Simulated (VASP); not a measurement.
# BiTe (Fm-3m) in VASP: single point with PBEsol

Aim: the single point of BiTe with PBEsol.

Program: VASP 6.6.1. These are calculated values, not measurements. Logs are shortened: lines on timing, memory, paths and dates and some standing lists are left out, and cuts for length are marked.

### 1 The cell of the first run

Symmetry: Fm-3m, No. 225, cubic system. The conventional cell has a = 6.470 Å, b = 6.470 Å, c = 6.470 Å, α = 90.00°, β = 90.00°, γ = 90.00°. Bi (site symmetry m-3m) has 6 Te at 3.23 Å within 4.3 Å. Within 4.3 Å of Te (site symmetry m-3m) lie 6 Bi at 3.23 Å.

### 2 Single point, PBEsol

Contents of INCAR:

```
PREC = Accurate
ENCUT = 520
EDIFF = 1E-6
ISMEAR = -1
SIGMA = 0.1
LREAL = False
LASPH = True
NELM = 80
ALGO = Normal
ISIF = 2
LWAVE = False
LCHARG = False
GGA = PS
NBANDS = 18
```

Contents of KPOINTS:

```
regular mesh
0
Gamma
  6 6 6
```

Contents of POSCAR:

```
BiTe
1.0
    0.0000000000      3.2350000000      3.2350000000
    3.2350000000      0.0000000000      3.2350000000
    3.2350000000      3.2350000000      0.0000000000
Bi Te
1 1
Direct
    0.0000000000      0.0000000000      0.0000000000
    0.5000000000      0.5000000000      0.5000000000
```

Potentials or basis: VASP PAW PBE potentials, release 64 (Bi_d, Te).

On the command line:

```console
$ cat potpaw_PBE.64/Bi_d/POTCAR potpaw_PBE.64/Te/POTCAR > POTCAR
$ mpirun -np 1 vasp_std > vasp.out
```

OUTCAR:

```text
PREC = Accurate
   ENCUT = 520
   EDIFF = 1E-6
   ISMEAR = -1
   LREAL = False
   LASPH = True
   NELM = 80
   ISIF = 2
   GGA = PS

 ion  position               nearest neighbor table
   1  0.000  0.000  0.000-   2 3.23   2 3.23   2 3.23   2 3.23   2 3.23   2 3.23
   2  0.500  0.500  0.500-   1 3.23   1 3.23   1 3.23   1 3.23   1 3.23   1 3.23

  LATTYP: Found a face centered cubic cell.
 ALAT       =     6.4700000000

  Lattice vectors:

 A1 = (   0.0000000000,   3.2350000000,   3.2350000000)
 A2 = (   3.2350000000,   0.0000000000,   3.2350000000)
 A3 = (   3.2350000000,   3.2350000000,   0.0000000000)

Analysis of symmetry for initial positions (statically):
[... 33 lines left out ...]
                                     Primitive cell

  volume of cell :      67.7100

  direct lattice vectors                    reciprocal lattice vectors
     0.000000000  3.235000000  3.235000000    -0.154559505  0.154559505  0.154559505
     3.235000000  0.000000000  3.235000000     0.154559505 -0.154559505  0.154559505
     3.235000000  3.235000000  0.000000000     0.154559505  0.154559505 -0.154559505

  length of vectors
     4.574980874  4.574980874  4.574980874     0.267704916  0.267704916  0.267704916

  position of ions in fractional coordinates (direct lattice)
     0.000000000  0.000000000  0.000000000
     0.500000000  0.500000000  0.500000000

  ion indices of the primitive-cell ions
   primitive index   ion index
                 1           1
                 2           2

----------------------------------------------------------------------------------------

 KPOINTS: regular mesh

Automatic generation of k-mesh.
 Grid dimensions read from file:
 generate k-points for:    6    6    6

 Generating k-lattice:

  Cartesian coordinates                     Fractional coordinates (reciprocal lattice)
    -0.025759918  0.025759918  0.025759918     0.166666667  0.000000000  0.000000000
     0.025759918 -0.025759918  0.025759918     0.000000000  0.166666667  0.000000000
     0.025759918  0.025759918 -0.025759918     0.000000000  0.000000000  0.166666667

  Length of vectors
     0.044617486  0.044617486  0.044617486

  Shift w.r.t. Gamma in fractional coordinates (k-lattice)
     0.000000000  0.000000000  0.000000000

 Subroutine IBZKPT returns following result:
 ===========================================

 Found     16 irreducible k-points:

 Following reciprocal coordinates:
            Coordinates               Weight
  0.000000  0.000000  0.000000      1.000000
  0.166667  0.000000  0.000000      8.000000
  0.333333  0.000000  0.000000      8.000000
  0.500000  0.000000  0.000000      4.000000
  0.166667  0.166667  0.000000      6.000000
  0.333333  0.166667  0.000000     24.000000
[... 8 lines left out ...]
 -0.333333  0.333333  0.166667     24.000000
 -0.333333  0.500000  0.166667     12.000000
   k-points           NKPTS =     16   k-points in BZ     NKDIM =     16   number of bands    NBANDS=     18
   number of dos      NEDOS =    301   number of ions     NIONS =      2
   total plane-waves  NPLWV =  46656
   dimension x,y,z NGX =    36 NGY =   36 NGZ =   36
   dimension x,y,z NGXF=    72 NGYF=   72 NGZF=   72
   ions per type =               1   1
   NGX,Y,Z   is equivalent  to a cutoff of  13.08, 13.08, 13.08 a.u.
   NGXF,Y,Z  is equivalent  to a cutoff of  26.16, 26.16, 26.16 a.u.
 SYSTEM =  unknown system
   PREC   = accura    normal or accurate (medium, high low for compatibility)
   ISTART =      0    job   : 0-new  1-cont  2-samecut
   ICHARG =      2    charge: 1-file 2-atom 10-const
   ISPIN  =      1    spin polarized calculation?
   LNONCOLLINEAR =      F non collinear calculations
   LSORBIT =      F    spin-orbit coupling
   LASPH  =      T    aspherical Exc in radial PAW
   ENCUT  =  520.0 eV  38.22 Ry    6.18 a.u.   8.51  8.51  8.51*2*pi/ulx,y,z
   NELM   =     80;   NELMIN=  2; NELMDL= -5     # of ELM steps
   EDIFF  = 0.1E-05   stopping-criterion for ELM
   LREAL  =      F    real-space projection
   EDIFFG = 0.1E-04   stopping-criterion for IOM
   NSW    =      0    number of steps for IOM
   IBRION =     -1    ionic relax: 0-MD 1-quasi-New 2-CG
   NFREE  =      0    steps in history (QN), initial steepest desc. (CG)
   ISIF   =      2    stress and relaxation
   ISYM   =      2    0-nonsym 1-usesym 2-fastsym
   POTIM  = 0.5000    time-step for ionic-motion
   TEBEG  =    0.0;   TEEND  =   0.0 temperature during run
   PSTRESS=    0.0 pullay stress
   NELECT =      21.0000    total number of electrons
   NUPDOWN=      -1.0000    fix difference up-down
   EMIN   =  10.00;   EMAX   =-10.00  energy-range for DOS
   EFERMI =   0.00;   METHOD = LEGACY
   ISMEAR =    -1;   SIGMA  =   0.10  broadening in eV -4-tet -1-fermi 0-gaus
   EFERMI_NEDOS =   21; number of points for ismear=-14 and -15
   IALGO  =     38    algorithm
   IMIX   =      4    mixing-type and parameters
     AMIX     =   0.40;   BMIX     =  1.00
     AMIX_MAG =   1.60;   BMIX_MAG =  1.00
  volume/ion in A,a.u.               =      33.86       228.46
  Fermi-wavevector in a.u.,A,eV,Ry     =   1.108146  2.094092 16.707785  1.227988
  Thomas-Fermi vector in A             =   2.244669
   LORBIT       =      0    0 simple, 1 ext, 2 COOP (PROOUT), +10 PAW based schemes
   GGA     = PS    functional components
   LHFCALC =     F    Hartree Fock is set to
   AEXX    =    0.0000 exact exchange contribution
   IVDW    =     0    specifies the selected vdW correction
   LEPSILON=     F    determine dielectric tensor
   LRPA    =     F    only Hartree local field effects (RPA)
 non-spin polarized calculation
  energy-cutoff  :      520.00
  volume of cell :       67.71
 maximum number of plane-waves:      1853
 NGX is ok and might be reduce to    36
   NGX = 17   NGY = 17   NGZ = 17

 number of electron      21.0000001 magnetization

 Free energy of the ion-electron system (eV)
  ---------------------------------------------------
  ext. energy  EPLUGINS =         0.00000000
  ---------------------------------------------------
  free energy    TOTEN  =        -7.99652148 eV

  energy without entropy =       -7.94295108  energy(sigma->0) =       -7.96973628

 E-fermi :   6.4276     XC(G=0):  -9.5931

 val. band max:        6.3679882379   @ k =  -0.1667   0.1667   0.0000
 cond. band min:       6.5232884885   @ k =   0.3333   0.0000   0.0000
 fundamental gap:      0.1553002506
 Fermi energy:         6.4275527083

 k-point     1 :       0.0000    0.0000    0.0000
  band No.  band energies     occupation
      1     -16.5681      2.00000
      2     -16.5681      2.00000
      3     -16.5635      2.00000
      4     -16.5635      2.00000
      5     -16.5635      2.00000
      6      -7.0437      2.00000
[... 10 lines left out ...]
     17      12.4810      0.00000
     18      12.9252      0.00000

 k-point     2 :       0.1667    0.0000    0.0000
  band No.  band energies     occupation
      1     -16.5691      2.00000
      2     -16.5691      2.00000
      3     -16.5630      2.00000
      4     -16.5620      2.00000
      5     -16.5620      2.00000
      6      -6.7961      2.00000
[... 10 lines left out ...]
     17      13.9614      0.00000
     18      14.4332      0.00000

 k-point     3 :       0.3333    0.0000    0.0000
  band No.  band energies     occupation
      1     -16.5715      2.00000
      2     -16.5715      2.00000
      3     -16.5621      2.00000
      4     -16.5584      2.00000
      5     -16.5584      2.00000
      6      -6.0738      2.00000
[... 10 lines left out ...]
     17      15.8660      0.00000
     18      16.9841      0.00000

 k-point     4 :       0.5000    0.0000    0.0000
  band No.  band energies     occupation
      1     -16.5727      2.00000
      2     -16.5727      2.00000
      3     -16.5616      2.00000
      4     -16.5565      2.00000
      5     -16.5565      2.00000
      6      -5.0846      2.00000
[... 10 lines left out ...]
     17      14.6890      0.00000
     18      15.6684      0.00000

 k-point     5 :       0.1667    0.1667    0.0000
  band No.  band energies     occupation
      1     -16.5714      2.00000
      2     -16.5670      2.00000
      3     -16.5644      2.00000
      4     -16.5609      2.00000
      5     -16.5609      2.00000
      6      -6.7192      2.00000
[... 10 lines left out ...]
     17      13.0248      0.00000
     18      13.4371      0.00000

 k-point     6 :       0.3333    0.1667    0.0000
  band No.  band energies     occupation
      1     -16.5741      2.00000
      2     -16.5677      2.00000
      3     -16.5639      2.00000
      4     -16.5586      2.00000
      5     -16.5577      2.00000
      6      -6.1765      2.00000
[... 10 lines left out ...]
     17      14.6196      0.00000
     18      14.9896      0.00000

 k-point     7 :       0.5000    0.1667    0.0000
  band No.  band energies     occupation
      1     -16.5748      2.00000
      2     -16.5702      2.00000
      3     -16.5615      2.00000
      4     -16.5575      2.00000
      5     -16.5558      2.00000
      6      -5.2529      2.00000
[... 10 lines left out ...]
     17      15.2174      0.00000
     18      16.0439      0.00000

 k-point     8 :      -0.3333    0.1667    0.0000
  band No.  band energies     occupation
      1     -16.5727      2.00000
      2     -16.5715      2.00000
      3     -16.5608      2.00000
      4     -16.5576      2.00000
      5     -16.5576      2.00000
      6      -5.5641      2.00000
[... 10 lines left out ...]
     17      15.4153      0.00000
     18      15.8928      0.00000
[... 61 lines left out ...]
     17      16.0857      0.00000
     18      16.2874      0.00000

 k-point    12 :      -0.3333    0.3333    0.0000
  band No.  band energies     occupation
      1     -16.5766      2.00000
      2     -16.5686      2.00000
      3     -16.5611      2.00000
      4     -16.5571      2.00000
      5     -16.5554      2.00000
      6      -4.8324      2.00000
[... 10 lines left out ...]
     17      15.4602      0.00000
     18      18.3845      0.00000

 k-point    13 :       0.5000    0.5000    0.0000
  band No.  band energies     occupation
      1     -16.5824      2.00000
      2     -16.5670      2.00000
      3     -16.5634      2.00000
      4     -16.5529      2.00000
      5     -16.5529      2.00000
      6      -5.2818      2.00000
[... 10 lines left out ...]
     17      16.0391      0.00000
     18      17.0601      0.00000

 k-point    14 :       0.5000    0.3333    0.1667
  band No.  band energies     occupation
      1     -16.5761      2.00000
      2     -16.5680      2.00000
      3     -16.5631      2.00000
      4     -16.5570      2.00000
      5     -16.5558      2.00000
      6      -5.5618      2.00000
[... 10 lines left out ...]
     17      14.7435      0.00000
     18      16.2262      0.00000

 k-point    15 :      -0.3333    0.3333    0.1667
  band No.  band energies     occupation
      1     -16.5764      2.00000
      2     -16.5689      2.00000
      3     -16.5601      2.00000
      4     -16.5593      2.00000
      5     -16.5543      2.00000
      6      -4.8275      2.00000
[... 10 lines left out ...]
     17      15.7201      0.00000
     18      16.9640      0.00000

 k-point    16 :      -0.3333    0.5000    0.1667
  band No.  band energies     occupation
      1     -16.5792      2.00000
      2     -16.5664      2.00000
      3     -16.5636      2.00000
      4     -16.5565      2.00000
      5     -16.5529      2.00000
      6      -4.9749      2.00000
[... 10 lines left out ...]
     17      16.5977      0.00000
     18      16.8837      0.00000

------------------------ aborting loop because EDIFF is reached ----------------------------------------

  FORCE on cell =-STRESS in cart. coord.  units (eV):
  Direction    XX          YY          ZZ          XY          YZ          ZX
  --------------------------------------------------------------------------------------
  -------------------------------------------------------------------------------------
  Total       -0.6846230     -0.6846230     -0.6846230     -0.0000000     -0.0000000      0.0000000
  in kB      -16.1997849    -16.1997849    -16.1997849     -0.0000000     -0.0000000      0.0000000
  external PRESSURE =     -16.1997849 kB  Pullay stress =       0.0000000 kB

 VOLUME and BASIS-vectors are now :
 -----------------------------------------------------------------------------
  energy-cutoff  :      520.00
  volume of cell :       67.71
      direct lattice vectors                 reciprocal lattice vectors
     0.000000000  3.235000000  3.235000000    -0.154559505  0.154559505  0.154559505
     3.235000000  0.000000000  3.235000000     0.154559505 -0.154559505  0.154559505
     3.235000000  3.235000000  0.000000000     0.154559505  0.154559505 -0.154559505

 POSITION                                       TOTAL-FORCE (eV/Angst)
 -----------------------------------------------------------------------------------
      0.00000      0.00000      0.00000         0.000000      0.000000     -0.000000
      3.23500      3.23500      3.23500        -0.000000     -0.000000      0.000000
 -----------------------------------------------------------------------------------
    total drift:                               -0.000000      0.000000      0.000000

  FREE ENERGIE OF THE ION-ELECTRON SYSTEM (eV)
  ---------------------------------------------------
  free  energy   TOTEN  =        -7.9965214792 eV

  energy  without entropy=       -7.9429510815  energy(sigma->0) =       -7.96973628
```

Wall time 10 s (1 thread of Intel Xeon Platinum 8488C (Sapphire Rapids), shared host); peak memory 0.2 GiB.

What came out:

* Free energy: -7.9965 eV
* Pressure: -1.6 GPa

Caveat: the PAW data sets were made with another functional, which shifts forces and pressure a little; spin-orbit coupling is left out, which moves the levels of the heavy elements.
